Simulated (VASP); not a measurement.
ZrS2: single point with PBEsol

Crystal: ZrS2.

```
Zr S
1.0
     3.64149    0.00000    0.00000
    -1.82075    3.15363    0.00000
     0.00000    0.00000    5.95943
Zr S
1 2
Direct
  0.00000 0.00000 0.00000
  0.66667 0.33333 0.76209
  0.33333 0.66667 0.23791
```

```yaml
Program: VASP 6.6.1
Task: single point
Functional: PBEsol
Potentials_or_basis: VASP PAW PBE potentials, release 64 (Zr_sv, S)
Cutoff: 500 eV
k_mesh: 6 × 6 × 4
Occupations: gaussian, width 0.01 eV
Spin: no spin polarisation
```

```yaml
Pressure: 1.3 GPa
Largest_force: 0.343 eV/Å
Band_gap_on_the_k_mesh: 0.97 eV (least direct gap 1.61 eV)
```

Forces on the atoms (eV/Å):
```
Zr   0.000  0.000  0.000
S    0.000  0.000 -0.343
S    0.000  0.000  0.343
```

Stress tensor (GPa, compression positive):
```
1.00 0.00 0.00
0.00 1.00 0.00
0.00 0.00 1.94
```

Levels at points of the mesh, in eV from the valence-band top:
```tsv
k point	band 9	band 10	band 11	band 12	band 13	band 14	band 15	band 16
(0.00, 0.00, 0.00)	-2.87	-0.02	-0.02	-0.02	1.59	1.59	2.47	5.23
(0.50, 0.00, 0.00)	-2.52	-2.47	-1.72	-1.15	1.18	3.39	3.67	5.99
(0.00, 0.00, 0.50)	-2.84	-1.68	-0.13	-0.13	1.56	1.56	2.85	5.56
(0.50, 0.00, 0.50)	-2.64	-2.29	-0.94	-0.77	0.97	3.38	3.67	5.54
```

It took 32 s on 1 thread of AMD EPYC 7R43 64-Core Processor (Zen 3), with other jobs on the host, peak memory 0.15 GiB.

Caveat: the PAW data sets were made with another functional, which shifts forces and pressure a little; this functional lacks dispersion, which binds the layers, so the pressure and a relaxed spacing across them are unreliable. A k mesh can miss the band edges.
